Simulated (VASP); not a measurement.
# B (P6_522) in VASP: a series of runs

B is run at these levels: PBE; tasks: single point, relaxation of cell and atoms.

Program: VASP 6.6.1. These are calculated values, not measurements. Logs are shortened: lines on timing, memory, paths and dates and some standing lists are left out, and cuts for length are marked.

**1. The cell of the first run**

Symmetry: P6_522, No. 179, hexagonal system. The conventional cell has a = 4.485 Å, b = 4.485 Å, c = 5.485 Å, α = 90.00°, β = 90.00°, γ = 120.00°. Within 2.2 Å of B (site symmetry 1) lie 5 B at 1.68 to 1.83 Å.

The cell was built from a structure type or drawn by symmetry, and may not be a known phase.

**2. Single point, PBE**

Input file INCAR:

```
PREC     = Accurate       # precision mode
ENCUT    = 520            # plane-wave cutoff, eV
EDIFF    = 1E-6           # SCF threshold, eV
ISMEAR   = 0              # smearing method
SIGMA    = 0.1            # smearing width, eV
LREAL    = F              # projectors in reciprocal space
LASPH    = T              # aspherical terms in the spheres
NELM     = 80             # most SCF steps
ALGO     = Normal         # electronic algorithm
ISIF     = 2              # what is computed and relaxed
LWAVE    = F              # write WAVECAR
LCHARG   = T              # write CHGCAR
GGA      = PE             # functional
LELF     = T              # ELF
LVHAR    = T            
NBANDS   = 30             # bands
```

Input file KPOINTS:

```
regular mesh
0
Gamma
  6 6 4
```

Input file POSCAR:

```
B
1.0
    4.4846598473      0.0000000000      0.0000000000
   -2.2423299237      3.8838293551      0.0000000000
    0.0000000000      0.0000000000      5.4846267117
B
12
Direct
    0.3507325677      0.3558970469      0.6784713301
    0.6441029531     -0.0051644793      0.3451379968
    1.0051644793      0.6492674323      1.0118046634
    0.6492674323      0.6441029531      0.1784713301
    0.3558970469      1.0051644793      0.8451379968
   -0.0051644793      0.3507325677      0.5118046634
   -0.0051644793      0.6441029531      0.3215286699
    0.3558970469      0.3507325677     -0.0118046634
    0.6492674323      1.0051644793      0.6548620032
    1.0051644793      0.3558970469      0.8215286699
    0.6441029531      0.6492674323      0.4881953366
    0.3507325677     -0.0051644793      0.1548620032
```

Potentials or basis: VASP PAW PBE potentials, release 64 (B).

Started as:

```
$ cat potpaw_PBE.64/B/POTCAR > POTCAR
$ mpirun -np 1 vasp_std > vasp.out
```

OUTCAR:

```text
PREC = Accurate
   ENCUT = 520
   EDIFF = 1E-6
   ISMEAR = 0
   LREAL = F
   LASPH = T
   NELM = 80
   ISIF = 2
   GGA = PE

 ion  position               nearest neighbor table
   1  0.351  0.356  0.678-  11 1.68   8 1.70  10 1.74   5 1.83   6 1.83
   2  0.644  0.995  0.345-  12 1.68   9 1.70  11 1.74   4 1.83   6 1.83
   3  0.005  0.649  0.012-  10 1.68   7 1.70  12 1.74   5 1.83   4 1.83
   4  0.649  0.644  0.178-   8 1.68  11 1.70   7 1.74   2 1.83   3 1.83
   5  0.356  0.005  0.845-   9 1.68  12 1.70   8 1.74   1 1.83   3 1.83
   6  0.995  0.351  0.512-   7 1.68  10 1.70   9 1.74   2 1.83   1 1.83
   7  0.995  0.644  0.322-   6 1.68   3 1.70   4 1.74  11 1.83  12 1.83
   8  0.356  0.351  0.988-   4 1.68   1 1.70   5 1.74  10 1.83  12 1.83
   9  0.649  0.005  0.655-   5 1.68   2 1.70   6 1.74  10 1.83  11 1.83
  10  0.005  0.356  0.822-   3 1.68   6 1.70   1 1.74   8 1.83   9 1.83
  11  0.644  0.649  0.488-   1 1.68   4 1.70   2 1.74   7 1.83   9 1.83
  12  0.351  0.995  0.155-   2 1.68   5 1.70   3 1.74   7 1.83   8 1.83

  LATTYP: Found a hexagonal cell.
 ALAT       =     4.4846598473
 C/A-ratio  =     1.2229749632

  Lattice vectors:

 A1 = (   4.4846598473,   0.0000000000,   0.0000000000)
 A2 = (  -2.2423299237,   3.8838293551,   0.0000000000)
 A3 = (   0.0000000000,   0.0000000000,   5.4846267117)

Analysis of symmetry for initial positions (statically):
=====================================================================
 Subroutine PRICEL returns:
 Original cell was already a primitive cell.

 Routine SETGRP: Setting up the symmetry group for a
 hexagonal supercell.

 Subroutine GETGRP returns: Found 12 space group operations
 (whereof  2 operations were pure point group operations)
 out of a pool of 24 trial point group operations.

The static configuration has the point symmetry C_2 .
 The point group associated with its full space group is D_6 .

Analysis of symmetry for dynamics (positions and initial velocities):
=====================================================================
 Subroutine PRICEL returns:
 Original cell was already a primitive cell.

 Routine SETGRP: Setting up the symmetry group for a
 hexagonal supercell.

 Subroutine GETGRP returns: Found 12 space group operations
 (whereof  2 operations were pure point group operations)
 out of a pool of 24 trial point group operations.

The dynamic configuration has the point symmetry C_2 .
 The point group associated with its full space group is D_6 .

 Subroutine INISYM returns: Found 12 space group operations
 (whereof  2 operations are pure point group operations),
 and found     1 'primitive' translations

----------------------------------------------------------------------------------------

                                     Primitive cell

  volume of cell :      95.5293

  direct lattice vectors                    reciprocal lattice vectors
     4.484659847  0.000000000  0.000000000     0.222982352  0.128738921  0.000000000
    -2.242329924  3.883829355  0.000000000     0.000000000  0.257477842  0.000000000
     0.000000000  0.000000000  5.484626712     0.000000000  0.000000000  0.182327814

  length of vectors
     4.484659847  4.484659847  5.484626712     0.257477842  0.257477842  0.182327814

  position of ions in fractional coordinates (direct lattice)
     0.350732568  0.355897047  0.678471330
     0.644102953  0.994835521  0.345137997
     0.005164479  0.649267432  0.011804663
     0.649267432  0.644102953  0.178471330
     0.355897047  0.005164479  0.845137997
     0.994835521  0.350732568  0.511804663
     0.994835521  0.644102953  0.321528670
     0.355897047  0.350732568  0.988195337
     0.649267432  0.005164479  0.654862003
     0.005164479  0.355897047  0.821528670
     0.644102953  0.649267432  0.488195337
     0.350732568  0.994835521  0.154862003

  ion indices of the primitive-cell ions
   primitive index   ion index
                 1           1
                 2           2
                 3           3
                 4           4
                 5           5
                 6           6
                 7           7
                 8           8
                 9           9
                10          10
                11          11
                12          12

----------------------------------------------------------------------------------------

 KPOINTS: regular mesh

Automatic generation of k-mesh.
 Grid dimensions read from file:
 generate k-points for:    6    6    4

 Generating k-lattice:

  Cartesian coordinates                     Fractional coordinates (reciprocal lattice)
     0.037163725  0.021456487  0.000000000     0.166666667 -0.000000000  0.000000000
     0.000000000  0.042912974  0.000000000     0.000000000  0.166666667  0.000000000
     0.000000000  0.000000000  0.045581954     0.000000000  0.000000000  0.250000000

  Length of vectors
     0.042912974  0.042912974  0.045581954

[... 38 lines left out ...]
   LREAL  =      F    real-space projection
   EDIFFG = 0.1E-04   stopping-criterion for IOM
   NSW    =      0    number of steps for IOM
   IBRION =     -1    ionic relax: 0-MD 1-quasi-New 2-CG
   NFREE  =      0    steps in history (QN), initial steepest desc. (CG)
   ISIF   =      2    stress and relaxation
   ISYM   =      2    0-nonsym 1-usesym 2-fastsym
   POTIM  = 0.5000    time-step for ionic-motion
   TEBEG  =    0.0;   TEEND  =   0.0 temperature during run
   PSTRESS=    0.0 pullay stress
   NELECT =      36.0000    total number of electrons
   NUPDOWN=      -1.0000    fix difference up-down
   EMIN   =  10.00;   EMAX   =-10.00  energy-range for DOS
   EFERMI =   0.00;   METHOD = LEGACY
   ISMEAR =     0;   SIGMA  =   0.10  broadening in eV -4-tet -1-fermi 0-gaus
   EFERMI_NEDOS =   21; number of points for ismear=-14 and -15
   IALGO  =     38    algorithm
   IMIX   =      4    mixing-type and parameters
     AMIX     =   0.40;   BMIX     =  1.00
     AMIX_MAG =   1.60;   BMIX_MAG =  1.00
  volume/ion in A,a.u.               =       7.96        53.72
  Fermi-wavevector in a.u.,A,eV,Ry     =   1.182488  2.234578 19.024727  1.398278
  Thomas-Fermi vector in A             =   2.318741
   LORBIT       =      0    0 simple, 1 ext, 2 COOP (PROOUT), +10 PAW based schemes
   GGA     = PE    functional components
   LHFCALC =     F    Hartree Fock is set to
   AEXX    =    0.0000 exact exchange contribution
   IVDW    =     0    specifies the selected vdW correction
   LEPSILON=     F    determine dielectric tensor
   LRPA    =     F    only Hartree local field effects (RPA)
 non-spin polarized calculation
 Gauss-broadening in eV      SIGMA  =   0.10
  energy-cutoff  :      520.00
  volume of cell :       95.53
 maximum number of plane-waves:      2594
 NGX is ok and might be reduce to    36
   NGX = 17   NGY = 17   NGZ = 21

 number of electron      36.0000001 magnetization

 Free energy of the ion-electron system (eV)
  ---------------------------------------------------
  ext. energy  EPLUGINS =         0.00000000
  ---------------------------------------------------
  free energy    TOTEN  =       -74.84859380 eV

  energy without entropy =      -74.83945987  energy(sigma->0) =      -74.84402683

 E-fermi :   4.6668     XC(G=0): -11.2184

 val. band max:        4.6515013624   @ k =   0.1667  -0.0000   0.0000
 cond. band min:       4.8582728497   @ k =   0.3333   0.0000   0.0000
 fundamental gap:      0.2067714873
 Fermi energy:         4.6668166210

 k-point     1 :       0.0000    0.0000    0.0000
  band No.  band energies     occupation
      1      -9.9097      2.00000
      2      -6.8340      2.00000
      3      -6.8340      2.00000
      4      -2.9870      2.00000
      5      -2.9870      2.00000
      6      -2.5259      2.00000
[... 22 lines left out ...]
     29      14.3114      0.00000
     30      14.9710      0.00000
[... 629 lines left out ...]
  band No.  band energies     occupation
      1      -7.7959      2.00000
      2      -7.7959      2.00000
      3      -6.6272      2.00000
      4      -6.6272      2.00000
      5      -4.3874      2.00000
      6      -4.3874      2.00000
[... 22 lines left out ...]
     29      13.5706      0.00000
     30      13.5706      0.00000

------------------------ aborting loop because EDIFF is reached ----------------------------------------

  FORCE on cell =-STRESS in cart. coord.  units (eV):
  Direction    XX          YY          ZZ          XY          YZ          ZX
  --------------------------------------------------------------------------------------
  -------------------------------------------------------------------------------------
  Total       -0.0407045     -0.0407045      0.1869315      0.0000000      0.0000000     -0.0000000
  in kB       -0.6826778     -0.6826778      3.1351365      0.0000000      0.0000000     -0.0000000
  external PRESSURE =       0.5899270 kB  Pullay stress =       0.0000000 kB

 VOLUME and BASIS-vectors are now :
 -----------------------------------------------------------------------------
  energy-cutoff  :      520.00
  volume of cell :       95.53
      direct lattice vectors                 reciprocal lattice vectors
     4.484659847  0.000000000  0.000000000     0.222982352  0.128738921  0.000000000
    -2.242329924  3.883829355  0.000000000     0.000000000  0.257477842  0.000000000
     0.000000000  0.000000000  5.484626712     0.000000000  0.000000000  0.182327814

 POSITION                                       TOTAL-FORCE (eV/Angst)
 -----------------------------------------------------------------------------------
      0.77488      1.38224      3.72116         0.002478     -0.001808      0.000071
      0.65783      3.86377      1.89295         0.000327      0.003050      0.000071
     -1.43271      2.52164      0.06474        -0.002805     -0.001242      0.000071
      1.46745      2.50159      0.97885        -0.002478      0.001808      0.000071
      1.58450      0.02006      4.63527        -0.000327     -0.003050      0.000071
      3.67504      1.36219      2.80706         0.002805      0.001242      0.000071
      3.01721      2.50159      1.76346         0.002478      0.001808     -0.000071
      0.80962      1.36219      5.41988        -0.002805      0.001242     -0.000071
      2.90016      0.02006      3.59167         0.000327     -0.003050     -0.000071
     -0.77488      1.38224      4.50578        -0.002478     -0.001808     -0.000071
      1.43271      2.52164      2.67757         0.002805     -0.001242     -0.000071
     -0.65783      3.86377      0.84936        -0.000327      0.003050     -0.000071
 -----------------------------------------------------------------------------------
    total drift:                               -0.000000      0.000000      0.000000

  FREE ENERGIE OF THE ION-ELECTRON SYSTEM (eV)
  ---------------------------------------------------
  free  energy   TOTEN  =       -74.8485937991 eV

  energy  without entropy=      -74.8394598688  energy(sigma->0) =      -74.84402683
```

Run time: 66 s. Hardware: 1 thread of Intel Xeon Platinum 8259CL at 2.50GHz (Skylake/Cascade Lake), shared host; peak memory 0.22 GiB.

What came out:

- Free energy: -74.8486 eV
- Pressure: 0.1 GPa
- Largest force: 0.003 eV/Å
- Band gap on the k mesh: zero (bands 18 and 19 overlap by 2.08 eV)

Forces in eV/Å, atoms in the order of the input:
```
B    0.002 -0.002  0.000
B    0.000  0.003  0.000
B   -0.003 -0.001  0.000
B   -0.002  0.002  0.000
B    0.000 -0.003  0.000
B    0.003  0.001  0.000
B    0.002  0.002  0.000
B   -0.003  0.001  0.000
B    0.000 -0.003  0.000
B   -0.002 -0.002  0.000
B    0.003 -0.001  0.000
B    0.000  0.003  0.000
```

Levels at points of the mesh, in eV from the Fermi level:
```tsv
k point	band 16	band 17	band 18	band 19	band 20	band 21
(0.00, 0.00, 0.00)	-2.14	-1.46	-1.46	-1.22	0.44	0.44
(0.50, 0.00, 0.00)	-1.17	-0.32	-0.31	2.04	2.07	2.37
(0.00, 0.00, 0.50)	-1.93	-1.84	-1.84	-0.54	-0.54	2.90
(0.50, 0.00, 0.50)	-1.69	-0.52	-0.52	1.57	1.57	2.32
```

**3. Relaxation of cell and atoms, PBE**

This run uses another cell than the first one, of 6.50 Å³/atom.

Input file INCAR:

```
SYSTEM = B
  PREC = Accurate
  ENCUT = 600
  EDIFF = 1E-7
  ISMEAR = 0
  SIGMA = 0.1
  LREAL = .False.
  LASPH = .True.
  NELM = 100
  ALGO = Normal
  ISIF = 3
  LWAVE = .False.
  LCHARG = .False.
  GGA = PE
  IBRION = 2
  NSW = 90
  EDIFFG = -0.04
```

Input file KPOINTS:

```
regular mesh
0
Gamma
  6 6 4
  0 0 0
```

Input file POSCAR:

```
B
1.0
    4.6326136200      0.0000000000      0.0000000000
   -2.3163068100      4.0119610800      0.0000000000
    0.0000000000      0.0000000000      4.1963663300
B
12
Direct
    0.3667297700      0.2968874200      0.6494079900
    0.7031125800      0.0698423500      0.3160746600
    0.9301576500      0.6332702300      0.9827413300
    0.6332702300      0.7031125800      0.1494079900
    0.2968874200      0.9301576500      0.8160746600
    0.0698423500      0.3667297700      0.4827413300
    0.0698423500      0.7031125800      0.3505920100
    0.2968874200      0.3667297700      0.0172586700
    0.6332702300      0.9301576500      0.6839253400
    0.9301576500      0.2968874200      0.8505920100
    0.7031125800      0.6332702300      0.5172586700
    0.3667297700      0.0698423500      0.1839253400
```

Potentials or basis: VASP PAW PBE potentials, release 64 (B).

Started as:

```
$ cat potpaw_PBE.64/B/POTCAR > POTCAR
$ mpirun -np 1 vasp_std > vasp.out
```

Run time: 16 min. Hardware: 1 thread of Intel Xeon Platinum 8259CL at 2.50GHz (Skylake/Cascade Lake), shared host; peak memory 0.23 GiB.

It converged, with:

```yaml
Free_energy: -74.8435 eV
Relaxed_volume: 7.97 Å³/atom
Relaxed_cell: a = 4.488 Å, b = 4.488 Å, c = 5.484 Å, α = 90.00°, β = 90.00°, γ = 120.00°
Space_group_after_relaxing_to_0.1_Å: P6_522 (No. 179)
Energy_gained_by_relaxing: 800.1 meV/atom
Ionic_steps: 30
Pressure_after_relaxing: -0.2 GPa
Largest_force_after_relaxing: 0.017 eV/Å
Band_gap_on_the_k_mesh: zero (bands 18 and 19 overlap by 2.08 eV)
```

Forces on the atoms (eV/Å):
```
B    0.014  0.010 -0.003
B   -0.015  0.007 -0.003
B    0.002 -0.017 -0.003
B   -0.014 -0.010 -0.003
B    0.015 -0.007 -0.003
B   -0.002  0.017 -0.003
B    0.014 -0.010  0.003
B    0.002  0.017  0.003
B   -0.015 -0.007  0.003
B   -0.014  0.010  0.003
B   -0.002 -0.017  0.003
B    0.015  0.007  0.003
```

Stress tensor (GPa, compression positive):
```
-0.24  0.00  0.00
 0.00 -0.24  0.00
 0.00  0.00  0.02
```

Step by step:
```
step  energy change (eV)  largest force (eV/Å)  pressure (GPa)  volume (Å³)
   1              0.0000                3.2819           45.25        77.99
   2             -4.5557                1.1033          -13.16       100.09
   3             -4.7848                1.2800           -5.62        94.35
   4             -5.5181                0.9085           -0.59        92.54
   5             -5.5696                1.0486            1.72        91.94
   6             -6.2557                1.0402            1.73        92.06
   7             -7.4809                1.3065            5.53        92.42
   8             -7.9731                1.1874            4.24        93.79
   9             -8.1797                1.1406            5.59        95.77
  10             -8.2000                1.0799            4.88        95.28
  11             -8.4457                0.5666            1.06        96.73
  12             -8.4982                0.4665           -1.30        97.80
  13             -8.5716                0.2271           -0.73        97.65
  14             -8.6377                0.4807            0.94        97.31
  15             -8.6671                0.5082            0.97        97.30
  16             -8.7590                0.5962            1.01        97.25
  17             -8.9427                0.8165            0.99        97.09
  18             -9.1102                1.4295            0.91        96.61
  19             -9.2548                1.2279           -0.57        96.63
  20             -9.4025                0.8187           -3.96        96.57
  21             -9.4676                0.6557           -3.15        96.13
  22             -9.5665                0.2297           -0.32        94.82
  23             -9.5677                0.2354            0.11        94.65
  24             -9.5756                0.1950            0.40        94.61
  25             -9.5901                0.0911            1.30        94.49
  26             -9.5746                0.2660            3.25        94.25
  27             -9.5919                0.0847            1.75        94.43
  28             -9.5982                0.0630            0.77        94.98
  29             -9.6005                0.0617           -0.30        95.59
  30             -9.6015                0.0170           -0.15        95.63
```

Final structure:
```yaml
crystal:
  lattice:
    - [4.48753, 0.00000, 0.00000]
    - [-2.24376, 3.88631, 0.00000]
    - [0.00000, 0.00000, 5.48360]
  atoms:
    - { symbol: B, position: [0.35047, 0.35573, 0.67837] }
    - { symbol: B, position: [0.64427, 0.99473, 0.34503] }
    - { symbol: B, position: [0.00527, 0.64953, 0.01170] }
    - { symbol: B, position: [0.64953, 0.64427, 0.17837] }
    - { symbol: B, position: [0.35573, 0.00527, 0.84503] }
    - { symbol: B, position: [0.99473, 0.35047, 0.51170] }
    - { symbol: B, position: [0.99473, 0.64427, 0.32163] }
    - { symbol: B, position: [0.35573, 0.35047, 0.98830] }
    - { symbol: B, position: [0.64953, 0.00527, 0.65497] }
    - { symbol: B, position: [0.00527, 0.35573, 0.82163] }
    - { symbol: B, position: [0.64427, 0.64953, 0.48830] }
    - { symbol: B, position: [0.35047, 0.99473, 0.15497] }
```

Levels at points of the mesh, in eV from the Fermi level:
```tsv
k point	band 15	band 16	band 17	band 18	band 19	band 20	band 21	band 22
(0.00, 0.00, 0.00)	-2.22	-2.14	-1.45	-1.45	-1.22	0.43	0.43	3.00
(0.50, 0.00, 0.00)	-1.53	-1.17	-0.32	-0.31	2.03	2.07	2.37	4.54
(0.00, 0.00, 0.50)	-1.92	-1.92	-1.83	-1.83	-0.53	-0.53	2.90	2.90
(0.50, 0.00, 0.50)	-1.69	-1.69	-0.53	-0.53	1.56	1.56	2.31	2.31
```

Caveat: the k points lie up to 0.29 Å⁻¹ apart in the final cell, too coarse for converged energies and pressures of a metal; the volume moved by over 15 % at a fixed basis, so the end points are rough.
